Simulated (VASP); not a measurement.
# KCl (P4/mmm) in VASP: notebook, part 2 of 3

VASP 6.6.1. Earlier steps stand in the parts before.

## Step 3: Single point, PBEsol (strain +0.000 along x and y, +0.050 along z)

Input file INCAR:

```
PREC = Accurate
ENCUT = 520
EDIFF = 1E-6
ISMEAR = 0
SIGMA = 0.05
LREAL = F
LASPH = T
NELM = 80
ALGO = Normal
ISIF = 2
LWAVE = F
LCHARG = F
GGA = PS
NBANDS = 15
```

Input file KPOINTS:

```
Automatic mesh
0
Gamma
  6 6 6
```

Input file POSCAR:

```
KCl
1.0
    3.8391960000      0.0000000000      0.0000000000
    0.0000000000      3.8391960000      0.0000000000
    0.0000000000      0.0000000000      4.0311558000
K Cl
1 1
Direct
    0.0000000000      0.0000000000      0.0000000000
    0.5000000000      0.5000000000      0.5000000000
```

Potentials or basis: VASP PAW PBE potentials, release 64 (K_sv, Cl).

Run with:

```sh
$ cat potpaw_PBE.64/K_sv/POTCAR potpaw_PBE.64/Cl/POTCAR > POTCAR
$ mpirun -np 1 vasp_std > vasp.out
```

OUTCAR:

```text
PREC = Accurate
   ENCUT = 520
   EDIFF = 1E-6
   ISMEAR = 0
   LREAL = F
   LASPH = T
   NELM = 80
   ISIF = 2
   GGA = PS

 ion  position               nearest neighbor table
   1  0.000  0.000  0.000-
   2  0.500  0.500  0.500-

  LATTYP: Found a simple tetragonal cell.
 ALAT       =     3.8391960000
 C/A-ratio  =     1.0500000000

  Lattice vectors:

 A1 = (   3.8391960000,   0.0000000000,   0.0000000000)
 A2 = (   0.0000000000,   3.8391960000,   0.0000000000)
 A3 = (   0.0000000000,   0.0000000000,   4.0311558000)

Analysis of symmetry for initial positions (statically):
=====================================================================
 Subroutine PRICEL returns:
 Original cell was already a primitive cell.

 Routine SETGRP: Setting up the symmetry group for a
 simple tetragonal supercell.

 Subroutine GETGRP returns: Found 16 space group operations
 (whereof 16 operations were pure point group operations)
 out of a pool of 16 trial point group operations.

The static configuration has the point symmetry D_4h.

Analysis of symmetry for dynamics (positions and initial velocities):
=====================================================================
 Subroutine PRICEL returns:
 Original cell was already a primitive cell.

 Routine SETGRP: Setting up the symmetry group for a
 simple tetragonal supercell.

 Subroutine GETGRP returns: Found 16 space group operations
 (whereof 16 operations were pure point group operations)
 out of a pool of 16 trial point group operations.

The dynamic configuration has the point symmetry D_4h.

 Subroutine INISYM returns: Found 16 space group operations
 (whereof 16 operations are pure point group operations),
 and found     1 'primitive' translations

----------------------------------------------------------------------------------------

                                     Primitive cell
[... 114 lines left out ...]
  Thomas-Fermi vector in A             =   2.192433
   LORBIT       =      0    0 simple, 1 ext, 2 COOP (PROOUT), +10 PAW based schemes
   GGA     = PS    functional components
   LHFCALC =     F    Hartree Fock is set to
   AEXX    =    0.0000 exact exchange contribution
   IVDW    =     0    specifies the selected vdW correction
   LEPSILON=     F    determine dielectric tensor
   LRPA    =     F    only Hartree local field effects (RPA)
 non-spin polarized calculation
 Gauss-broadening in eV      SIGMA  =   0.05
  energy-cutoff  :      520.00
  volume of cell :       59.42
 maximum number of plane-waves:      1640
 NGX is ok and might be reduce to    30
   NGX = 15   NGY = 15   NGZ = 15

 number of electron      16.0000003 magnetization

 Free energy of the ion-electron system (eV)
  ---------------------------------------------------
  ext. energy  EPLUGINS =         0.00000000
  ---------------------------------------------------
  free energy    TOTEN  =        -6.85446433 eV

  energy without entropy =       -6.85446433  energy(sigma->0) =       -6.85446433

 E-fermi :  -0.8366     XC(G=0):  -8.0481

 val. band max:       -1.0492524794   @ k =   0.5000   0.0000   0.5000
 cond. band min:       3.2878396021   @ k =   0.0000   0.0000   0.0000
 fundamental gap:      4.3370920815
 Fermi energy:        -0.8365882620

 k-point     1 :       0.0000    0.0000    0.0000
  band No.  band energies     occupation
      1     -29.1250      2.00000
      2     -13.5834      2.00000
      3     -12.5887      2.00000
      4     -12.5764      2.00000
      5     -12.5764      2.00000
      6      -1.4760      2.00000
      7      -1.2349      2.00000
      8      -1.2349      2.00000
      9       3.2878      0.00000
     10       5.2823      0.00000
     11       5.4507      0.00000
     12       9.2662      0.00000
     13       9.2662      0.00000
     14       9.5646      0.00000
[... 401 lines left out ...]
      2     -13.4839      2.00000
      3     -12.6926      2.00000
      4     -12.6845      2.00000
      5     -12.5375      2.00000
      6      -2.4467      2.00000
      7      -2.0552      2.00000
      8      -1.0899      2.00000
      9       5.2098      0.00000
     10       6.2057      0.00000
     11       8.0405      0.00000
     12       8.2095      0.00000
     13       8.4748      0.00000
     14       8.9939      0.00000
     15      10.8147      0.00000

 [... further k-points ...]
[... 5 lines left out ...]
  --------------------------------------------------------------------------------------
  -------------------------------------------------------------------------------------
  Total       -0.5201441     -0.5201441     -1.2370179      0.0000000      0.0000000     -0.0000000
  in kB      -14.0256854    -14.0256854    -33.3561886      0.0000000      0.0000000     -0.0000000
  external PRESSURE =     -20.4691865 kB  Pullay stress =       0.0000000 kB

 VOLUME and BASIS-vectors are now :
 -----------------------------------------------------------------------------
  energy-cutoff  :      520.00
  volume of cell :       59.42
      direct lattice vectors                 reciprocal lattice vectors
     3.839196000  0.000000000  0.000000000     0.260471203  0.000000000  0.000000000
     0.000000000  3.839196000  0.000000000     0.000000000  0.260471203  0.000000000
     0.000000000  0.000000000  4.031155800     0.000000000  0.000000000  0.248067812

 POSITION                                       TOTAL-FORCE (eV/Angst)
 -----------------------------------------------------------------------------------
      0.00000      0.00000      0.00000         0.000000      0.000000      0.000000
      1.91960      1.91960      2.01558         0.000000      0.000000      0.000000
 -----------------------------------------------------------------------------------
    total drift:                                0.000000      0.000000     -0.000000

  FREE ENERGIE OF THE ION-ELECTRON SYSTEM (eV)
  ---------------------------------------------------
  free  energy   TOTEN  =        -6.8544643268 eV

  energy  without entropy=       -6.8544643268  energy(sigma->0) =       -6.85446433
```

OSZICAR:

```text
N       E                     dE             d eps       ncg     rms          rms(c)
DAV:   1     0.104650147774E+03    0.10465E+03   -0.72439E+03  1200   0.968E+02
DAV:   2    -0.792203781836E+00   -0.10544E+03   -0.97883E+02  1544   0.242E+02
DAV:   3    -0.694037585721E+01   -0.61482E+01   -0.61184E+01  1627   0.517E+01
DAV:   4    -0.714278881901E+01   -0.20241E+00   -0.20238E+00  1826   0.891E+00
DAV:   5    -0.714439900633E+01   -0.16102E-02   -0.16102E-02  1683   0.870E-01    0.263E+00
DAV:   6    -0.688754950778E+01    0.25685E+00   -0.26796E-01  1480   0.309E+00    0.217E+00
DAV:   7    -0.685375400812E+01    0.33795E-01   -0.72612E-02  1585   0.180E+00    0.133E+00
DAV:   8    -0.685414836231E+01   -0.39435E-03   -0.17207E-02  1755   0.968E-01    0.210E-01
DAV:   9    -0.685421154950E+01   -0.63187E-04   -0.92290E-04  1614   0.210E-01    0.108E-01
DAV:  10    -0.685446887130E+01   -0.25732E-03   -0.34876E-04  1354   0.147E-01    0.365E-02
DAV:  11    -0.685446209884E+01    0.67725E-05   -0.51745E-05  1704   0.510E-02    0.205E-02
DAV:  12    -0.685446440326E+01   -0.23044E-05   -0.71538E-06  1417   0.174E-02    0.260E-03
DAV:  13    -0.685446432679E+01    0.76472E-07   -0.20375E-07  1132   0.348E-03
   1 F= -.68544643E+01 E0= -.68544643E+01  d E =-.363808E-11
```

stdout:

```text
POSCAR found type information on POSCAR K Cl
 POSCAR found :  2 types and       2 ions
 scaLAPACK will be used
 -----------------------------------------------------------------------------
|                                                                             |
|                                                                             |
|     You enforced a specific xc type in the INCAR file but a different       |
|     I HOPE YOU KNOW WHAT YOU ARE DOING!                                     |
|                                                                             |
 -----------------------------------------------------------------------------

 LDA part: xc-table for (Slater+PW92), standard interpolation
 POSCAR, INCAR and KPOINTS ok, starting setup
 FFT: planning ... GRIDC
 FFT: planning ... GRID_SOFT
 FFT: planning ... GRID
 WAVECAR not read
 entering main loop
```

It used 22 s of CPU time on 1 thread of AMD EPYC 9R45 (Zen 5), with other jobs on the host.

What came out:

| Property | Result |
| --- | --- |
| Free energy | -6.8545 eV |
| Pressure | -2.0 GPa |
| Band gap on the k mesh | 4.34 eV, indirect (least direct gap 4.52 eV) |

Levels at points of the mesh, in eV from the valence-band top:
```
           k point  band 4  band 5  band 6  band 7  band 8  band 9  band 10  band 11  band 12  band 13
(0.00, 0.00, 0.00)  -11.53  -11.53   -0.43   -0.19   -0.19    4.34     6.33     6.50    10.32    10.32
(0.50, 0.00, 0.00)  -11.50  -11.42   -1.75   -0.42   -0.16    7.20     7.63     8.01     9.89    10.05
(0.50, 0.50, 0.00)  -11.75  -11.48   -1.21   -1.21   -0.19    6.04     6.77     8.46     8.46    10.79
(0.00, 0.00, 0.50)  -11.51  -11.35   -1.75   -0.20   -0.20    7.22     7.55     7.63     9.96    10.38
(0.50, 0.00, 0.50)  -11.68  -11.48   -1.27   -1.17    0.00    5.89     7.13     8.81     8.97    10.50
(0.50, 0.50, 0.50)  -11.71  -11.63   -1.32   -1.32   -1.25    8.36     8.46     8.46     9.24     9.64
```

Caveat: the cell differs from its parent crystal (strain +0.000 along x and y, +0.050 along z); the PAW data sets were made with another functional, which shifts forces and pressure a little.

(Part 2 of 3 ends here.)
